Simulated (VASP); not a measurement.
# B5C2 (P6/mmm) in VASP: single point with PBE

Aim: the single point of B5C2 with PBE.

Program: VASP 6.6.1. These are calculated values, not measurements. Logs are shortened: lines on timing, memory, paths and dates and some standing lists are left out, and cuts for length are marked.

### 1 The cell of the first run

Symmetry: P6/mmm, No. 191, hexagonal system. The conventional cell has a = 3.730 Å, b = 3.730 Å, c = 5.797 Å, α = 90.00°, β = 90.00°, γ = 120.00°. Within 2.5 Å of B (site symmetry mmm) lie 8 B at 1.87 to 2.41 Å and 2 C at 1.87 Å. B (site symmetry 6mm) has 2 C at 1.38 to 1.52 Å within 1.8 Å. C (site symmetry 6/mmm) has 8 B at 1.52 to 1.87 Å within 2.0 Å. Within 1.8 Å of C (site symmetry 6/mmm) lie 2 B at 1.38 Å.

The cell was built from a structure type or drawn by symmetry, and may not be a known phase.

### 2 Single point, PBE

The input, INCAR:

```
SYSTEM = B5C2
PREC = Accurate
ENCUT = 600
EDIFF = 1E-6
ISMEAR = 0
SIGMA = 0.2
LREAL = .FALSE.
LASPH = .TRUE.
NELM = 120
ALGO = Normal
ISIF = 2
LWAVE = .FALSE.
LCHARG = .FALSE.
GGA = PE
NBANDS = 20
GGA_COMPAT = .FALSE.
```

The input, KPOINTS:

```
regular mesh
0
G
  5 5 3
  0 0 0
```

The input, POSCAR:

```
B5C2
1.0
    3.7300448465     -0.0000000028      0.0000000000
   -1.8650224208      3.2303135957      0.0000000000
    0.0000000000      0.0000000000      5.7971446059
B C
5 2
Direct
    0.5000000000      0.0000000000      0.0000000000
    0.0000000000      0.5000000000      0.0000000000
    0.5000000000      0.5000000000      0.0000000000
    0.0000000000      0.0000000000      0.2619988666
    0.0000000000      0.0000000000      0.7380011334
    0.0000000000      0.0000000000      0.0000000000
    0.0000000000      0.0000000000      0.5000000000
```

Potentials or basis: VASP PAW PBE potentials, release 64 (B, C).

Started as:

```sh
$ cat potpaw_PBE.64/B/POTCAR potpaw_PBE.64/C/POTCAR > POTCAR
$ mpirun -np 1 vasp_std > vasp.out
```

OUTCAR:

```text
SYSTEM = B5C2
   PREC = Accurate
   ENCUT = 600
   EDIFF = 1E-6
   ISMEAR = 0
   LREAL = .FALSE.
   LASPH = .TRUE.
   NELM = 120
   ISIF = 2
   GGA = PE

 ion  position               nearest neighbor table
   1  0.500  0.000  0.000-   3 1.87   3 1.87   2 1.87   2 1.87   6 1.87   6 1.87
   2  0.000  0.500  0.000-   6 1.87   6 1.87   1 1.87   1 1.87   3 1.87   3 1.87
   3  0.500  0.500  0.000-   1 1.87   1 1.87   6 1.87   6 1.87   2 1.87   2 1.87
   4  0.000  0.000  0.262-   7 1.38   6 1.52
   5  0.000  0.000  0.738-   7 1.38   6 1.52
   6  0.000  0.000  0.000-   4 1.52   5 1.52   2 1.87   2 1.87   3 1.87   3 1.87   1 1.87   1 1.87

   7  0.000  0.000  0.500-   4 1.38   5 1.38

  LATTYP: Found a hexagonal cell.
 ALAT       =     3.7300448465
 C/A-ratio  =     1.5541755782

  Lattice vectors:

 A1 = (   3.7300448465,  -0.0000000028,   0.0000000000)
 A2 = (  -1.8650224208,   3.2303135957,   0.0000000000)
 A3 = (   0.0000000000,   0.0000000000,   5.7971446059)

Analysis of symmetry for initial positions (statically):
=====================================================================
 Subroutine PRICEL returns:
 Original cell was already a primitive cell.

 Routine SETGRP: Setting up the symmetry group for a
 hexagonal supercell.

 Subroutine GETGRP returns: Found 24 space group operations
 (whereof 24 operations were pure point group operations)
 out of a pool of 24 trial point group operations.

The static configuration has the point symmetry D_6h.

Analysis of symmetry for dynamics (positions and initial velocities):
=====================================================================
 Subroutine PRICEL returns:
 Original cell was already a primitive cell.

 Routine SETGRP: Setting up the symmetry group for a
 hexagonal supercell.

 Subroutine GETGRP returns: Found 24 space group operations
 (whereof 24 operations were pure point group operations)
 out of a pool of 24 trial point group operations.

The dynamic configuration has the point symmetry D_6h.

 Subroutine INISYM returns: Found 24 space group operations
 (whereof 24 operations are pure point group operations),
 and found     1 'primitive' translations

----------------------------------------------------------------------------------------

                                     Primitive cell

  volume of cell :      69.8510

  direct lattice vectors                    reciprocal lattice vectors
     3.730044846 -0.000000003  0.000000000     0.268093292  0.154783734  0.000000000
    -1.865022421  3.230313596  0.000000000     0.000000000  0.309567468  0.000000000
     0.000000000  0.000000000  5.797144606     0.000000000  0.000000000  0.172498716

  length of vectors
     3.730044846  3.730044846  5.797144606     0.309567468  0.309567468  0.172498716

  position of ions in fractional coordinates (direct lattice)
     0.500000000  0.000000000  0.000000000
     0.000000000  0.500000000  0.000000000
     0.500000000  0.500000000  0.000000000
     0.000000000  0.000000000  0.261998867
     0.000000000  0.000000000  0.738001133
     0.000000000  0.000000000  0.000000000
     0.000000000  0.000000000  0.500000000

  ion indices of the primitive-cell ions
   primitive index   ion index
                 1           1
                 2           2
                 3           3
                 4           4
                 5           5
                 6           6
                 7           7

----------------------------------------------------------------------------------------

 KPOINTS: regular mesh

Automatic generation of k-mesh.
 Grid dimensions read from file:
 generate k-points for:    5    5    3

 Generating k-lattice:

  Cartesian coordinates                     Fractional coordinates (reciprocal lattice)
     0.053618658  0.030956747  0.000000000     0.200000000  0.000000000  0.000000000
     0.000000000  0.061913494  0.000000000    -0.000000000  0.200000000  0.000000000
     0.000000000  0.000000000  0.057499572     0.000000000  0.000000000  0.333333333

  Length of vectors
     0.061913494  0.061913494  0.057499572

  Shift w.r.t. Gamma in fractional coordinates (k-lattice)
     0.000000000  0.000000000  0.000000000

 Subroutine IBZKPT returns following result:
 ===========================================

 Found     10 irreducible k-points:

 Following reciprocal coordinates:
            Coordinates               Weight
  0.000000  0.000000  0.000000      1.000000
  0.200000  0.000000  0.000000      6.000000
  0.400000  0.000000  0.000000      6.000000
  0.200000  0.200000  0.000000      6.000000
  0.400000  0.200000  0.000000      6.000000
  0.000000  0.000000  0.333333      2.000000
  0.200000  0.000000  0.333333     12.000000
  0.400000  0.000000  0.333333     12.000000
  0.200000  0.200000  0.333333     12.000000
  0.400000  0.200000  0.333333     12.000000
   k-points           NKPTS =     10   k-points in BZ     NKDIM =     10   number of bands    NBANDS=     20
   number of dos      NEDOS =    301   number of ions     NIONS =      7
   total plane-waves  NPLWV =  43200
   dimension x,y,z NGX =    30 NGY =   30 NGZ =   48
   dimension x,y,z NGXF=    60 NGYF=   60 NGZF=   96
   ions per type =               5   2
   NGX,Y,Z   is equivalent  to a cutoff of  13.37, 13.37, 13.77 a.u.
   NGXF,Y,Z  is equivalent  to a cutoff of  26.74, 26.74, 27.53 a.u.
 SYSTEM =  B5C2
   PREC   = accura    normal or accurate (medium, high low for compatibility)
   ISTART =      0    job   : 0-new  1-cont  2-samecut
   ICHARG =      2    charge: 1-file 2-atom 10-const
   ISPIN  =      1    spin polarized calculation?
   LNONCOLLINEAR =      F non collinear calculations
   LSORBIT =      F    spin-orbit coupling
   LASPH  =      T    aspherical Exc in radial PAW
   ENCUT  =  600.0 eV  44.10 Ry    6.64 a.u.   7.45  7.45 11.58*2*pi/ulx,y,z
   NELM   =    120;   NELMIN=  2; NELMDL= -5     # of ELM steps
   EDIFF  = 0.1E-05   stopping-criterion for ELM
   LREAL  =      F    real-space projection
   EDIFFG = 0.1E-04   stopping-criterion for IOM
   NSW    =      0    number of steps for IOM
   IBRION =     -1    ionic relax: 0-MD 1-quasi-New 2-CG
   NFREE  =      0    steps in history (QN), initial steepest desc. (CG)
   ISIF   =      2    stress and relaxation
   ISYM   =      2    0-nonsym 1-usesym 2-fastsym
   POTIM  = 0.5000    time-step for ionic-motion
   TEBEG  =    0.0;   TEEND  =   0.0 temperature during run
   PSTRESS=    0.0 pullay stress
   NELECT =      23.0000    total number of electrons
   NUPDOWN=      -1.0000    fix difference up-down
   EMIN   =  10.00;   EMAX   =-10.00  energy-range for DOS
   EFERMI =   0.00;   METHOD = LEGACY
   ISMEAR =     0;   SIGMA  =   0.20  broadening in eV -4-tet -1-fermi 0-gaus
   EFERMI_NEDOS =   21; number of points for ismear=-14 and -15
   IALGO  =     38    algorithm
   IMIX   =      4    mixing-type and parameters
     AMIX     =   0.40;   BMIX     =  1.00
     AMIX_MAG =   1.60;   BMIX_MAG =  1.00
  volume/ion in A,a.u.               =       9.98        67.34
  Fermi-wavevector in a.u.,A,eV,Ry     =   1.130472  2.136282 17.387797  1.277967
  Thomas-Fermi vector in A             =   2.267169
   LORBIT       =      0    0 simple, 1 ext, 2 COOP (PROOUT), +10 PAW based schemes
   GGA     = PE    functional components
   LHFCALC =     F    Hartree Fock is set to
   AEXX    =    0.0000 exact exchange contribution
   IVDW    =     0    specifies the selected vdW correction
   LEPSILON=     F    determine dielectric tensor
   LRPA    =     F    only Hartree local field effects (RPA)
 non-spin polarized calculation
 Gauss-broadening in eV      SIGMA  =   0.20
  energy-cutoff  :      600.00
  volume of cell :       69.85
 maximum number of plane-waves:      2351
 NGX is ok and might be reduce to    30
   NGX = 15   NGY = 15   NGZ = 23

 number of electron      22.9999999 magnetization

 Free energy of the ion-electron system (eV)
  ---------------------------------------------------
  ext. energy  EPLUGINS =         0.00000000
  ---------------------------------------------------
  free energy    TOTEN  =       -41.19490859 eV

  energy without entropy =      -41.15018575  energy(sigma->0) =      -41.17254717

 E-fermi :   3.7111     XC(G=0):  -9.9289

 val. band max:        3.7060015977   @ k =   0.2000   0.0000   0.0000
 cond. band min:       3.7905624800   @ k =   0.4000   0.2000   0.3333
 fundamental gap:      0.0845608823
 Fermi energy:         3.7110858614

 k-point     1 :       0.0000    0.0000    0.0000
  band No.  band energies     occupation
      1     -14.6764      2.00000
      2      -7.8961      2.00000
      3      -7.4319      2.00000
      4      -5.8212      2.00000
      5      -5.8212      2.00000
      6      -3.7104      2.00000
[... 12 lines left out ...]
     19      11.9247      0.00000
     20      12.4674      0.00000

 k-point     2 :       0.2000    0.0000    0.0000
  band No.  band energies     occupation
      1     -14.3638      2.00000
      2      -7.7851      2.00000
      3      -7.5443      2.00000
      4      -7.1149      2.00000
      5      -5.9179      2.00000
      6      -4.3320      2.00000
[... 12 lines left out ...]
     19      10.7926      0.00000
     20      12.3260      0.00000
[... 143 lines left out ...]
      3      -8.0325      2.00000
      4      -7.3085      2.00000
      5      -5.8870      2.00000
      6      -3.2897      2.00000
[... 12 lines left out ...]
     19       9.3370      0.00000
     20      11.1257      0.00000

 k-point    10 :       0.4000    0.2000    0.3333
  band No.  band energies     occupation
      1     -13.3632      2.00000
      2      -9.5462      2.00000
      3      -8.0261      2.00000
      4      -7.8329      2.00000
      5      -5.6023      2.00000
      6      -2.8297      2.00000
[... 12 lines left out ...]
     19      10.6247      0.00000
     20      12.0207      0.00000

------------------------ aborting loop because EDIFF is reached ----------------------------------------

  FORCE on cell =-STRESS in cart. coord.  units (eV):
  Direction    XX          YY          ZZ          XY          YZ          ZX
  --------------------------------------------------------------------------------------
  -------------------------------------------------------------------------------------
  Total       -0.0552446     -0.0552446     -0.0051863     -0.0000000     -0.0000000     -0.0000000
  in kB       -1.2671492     -1.2671492     -0.1189574     -0.0000000     -0.0000000     -0.0000000
  external PRESSURE =      -0.8844186 kB  Pullay stress =       0.0000000 kB

 VOLUME and BASIS-vectors are now :
 -----------------------------------------------------------------------------
  energy-cutoff  :      600.00
  volume of cell :       69.85
      direct lattice vectors                 reciprocal lattice vectors
     3.730044846 -0.000000003  0.000000000     0.268093292  0.154783734  0.000000000
    -1.865022421  3.230313596  0.000000000     0.000000000  0.309567468  0.000000000
     0.000000000  0.000000000  5.797144606     0.000000000  0.000000000  0.172498716

 POSITION                                       TOTAL-FORCE (eV/Angst)
 -----------------------------------------------------------------------------------
      1.86502     -0.00000      0.00000         0.000000     -0.000000      0.000000
     -0.93251      1.61516      0.00000         0.000000     -0.000000      0.000000
      0.93251      1.61516      0.00000         0.000000     -0.000000      0.000000
      0.00000      0.00000      1.51885        -0.000000      0.000000     -0.027929
      0.00000      0.00000      4.27830        -0.000000      0.000000      0.027929
      0.00000      0.00000      0.00000         0.000000     -0.000000      0.000000
      0.00000      0.00000      2.89857         0.000000     -0.000000      0.000000
 -----------------------------------------------------------------------------------
    total drift:                               -0.000000     -0.000000      0.000000

  FREE ENERGIE OF THE ION-ELECTRON SYSTEM (eV)
  ---------------------------------------------------
  free  energy   TOTEN  =       -41.1949085940 eV

  energy  without entropy=      -41.1501857515  energy(sigma->0) =      -41.17254717
```

Wall time 19 s (1 thread of Intel Xeon Platinum 8488C (Sapphire Rapids), shared host); peak memory 0.18 GiB.

What came out:

| Property | Result |
| --- | --- |
| Free energy | -41.1949 eV |
| Pressure | -0.1 GPa |
| Largest force | 0.028 eV/Å |
| Band gap on the k mesh | zero (an odd number of electrons rules out a gap without spin polarisation) |

Forces on the atoms (eV/Å):
```
B    0.000  0.000  0.000
B    0.000  0.000  0.000
B    0.000  0.000  0.000
B    0.000  0.000 -0.028
B    0.000  0.000  0.028
C    0.000  0.000  0.000
C    0.000  0.000  0.000
```

Stress tensor (GPa, compression positive):
```
-0.13  0.00  0.00
 0.00 -0.13  0.00
 0.00  0.00 -0.01
```

Caveat: the k points lie up to 0.39 Å⁻¹ apart, too coarse for converged energies and pressures of a metal.
